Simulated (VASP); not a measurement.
A run of VASP 6.6.1 is set up as follows.

The input INCAR:

```
PREC = Accurate
ENCUT = 500
EDIFF = 1E-6
ISMEAR = 0
SIGMA = 0.01
LREAL = F
LASPH = T
NELM = 120
ALGO = Normal
ISIF = 2
LWAVE = F
LCHARG = F
GGA = PS
NBANDS = 11
GGA_COMPAT = F
```

Contents of KPOINTS:

```
Automatic mesh
0
Gamma
  6 6 6
```

Contents of POSCAR:

```
Si
1.0
    0.0403629618      2.7164409358      2.7164409358
    2.7164409358      0.0403629618      2.7164409358
    2.7164409358      2.7164409358      0.0403629618
Si
2
Direct
    0.0010286067      0.0010286067      0.0010286067
    0.2489713933      0.2489713933      0.2489713933
```

Potentials or basis: VASP PAW PBE potentials, release 64 (Si).

The run is started by

```console
$ cat potpaw_PBE.64/Si/POTCAR > POTCAR
$ mpirun -np 1 vasp_std > vasp.out
```

Predict the band gap on the k mesh.

0.35 eV, indirect (least direct gap 2.22 eV).

Predict the pressure.

2.5 GPa.

Forces in eV/Å, atoms in the order of the input:
```
Si  -0.001 -0.001 -0.001
Si   0.001  0.001  0.001
```

Caveat: the PAW data sets were made with another functional, which shifts forces and pressure a little. A k mesh can miss the band edges.
